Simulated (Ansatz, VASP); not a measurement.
ZrC: VASP beside Ansatz

File POSCAR:

```
ZrC
1.0
    0.0000000000      2.3543208051      2.3543208051
    2.3543208051      0.0000000000      2.3543208051
    2.3543208051      2.3543208051      0.0000000000
Zr C
1 1
Direct
    0.5000000000      0.5000000000      0.5000000000
    0.0000000000      0.0000000000      0.0000000000
```

INCAR.step1

```
SYSTEM = ZrC
PREC = Accurate ; ENCUT = 520
ISMEAR = 0 ; SIGMA = 0.1
LREAL = .FALSE. ; LASPH = .TRUE.
NELM = 100 ; NBANDS = 15
GGA = PE ; ALGO = Normal
EDIFF = 1E-4 ; LWAVE = .TRUE.
LCHARG = .FALSE.
```

The input INCAR.step2:

```
SYSTEM = ZrC
PREC = Accurate ; ENCUT = 520
EDIFF = 1E-6 ; ISMEAR = 0
SIGMA = 0.1 ; LREAL = .FALSE.
LASPH = .TRUE. ; NELM = 100
ALGO = Normal ; ISIF = 2
LWAVE = .FALSE. ; LCHARG = .FALSE.
METAGGA = R2SCAN ; LMIXTAU = .TRUE.
NBANDS = 15 ; ISTART = 1
```

Contents of KPOINTS:

```
regular mesh
0
G
  20 20 20
  0 0 0
```

Input for Ansatz:

```yaml
crystal:
  lattice:
    - [0.0, 2.3543208051, 2.3543208051]
    - [2.3543208051, 0.0, 2.3543208051]
    - [2.3543208051, 2.3543208051, 0.0]
  atoms:
    - { symbol: Zr, position: [0.5, 0.5, 0.5] }
    - { symbol: C, position: [0.0, 0.0, 0.0] }
basis:
  ecutwfc: 500
kpoints:
  mp_grid: { grid: [20, 20, 20] }
  band_path:
    path:
      - [[0.0, 0.0, 0.0], [0.5, 0.0, 0.5], [0.625, 0.25, 0.625]]
      - [[0.375, 0.375, 0.75], [0.0, 0.0, 0.0], [0.5, 0.5, 0.5], [0.5, 0.25, 0.75], [0.5, 0.0, 0.5]]
    npoints: 14
hamiltonian:
  xc: r2scan
scf:
  occupations: { method: gaussian, width: 0.1 }
  n_extra_bands: 6
output:
  forces: true
  stress: true
  eigenvalues: true
  populations: true
  dos: { projected: true, de: 0.02, nscf_kmesh: { grid: [24, 24, 24] } }
  bader: true
```

Alike in both runs: task single point; functional r2SCAN; k mesh 20 × 20 × 20; occupations gaussian, width 0.1 eV; no spin polarisation.

|  | VASP | Ansatz |
| --- | --- | --- |
| version | VASP 6.6.1 | Ansatz 0.2.0 |
| potentials or method | VASP PAW PBE potentials, release 64 (Zr_sv, C), cutoff 520 eV | scalar-relativistic, plane waves, PAW |
| valence electrons in the cell | 16 | 16 |

|  | VASP | Ansatz | Ansatz less VASP |
| --- | --- | --- | --- |
| gap on the k mesh at the Fermi level (eV) | none | none | - |
| pressure (GPa) | 0.6 | 0.4 | -0.23 |

VASP's potentials were made for PBE, not for r2SCAN. A gap of «none» marks a metal or a gap that the smearing closes.
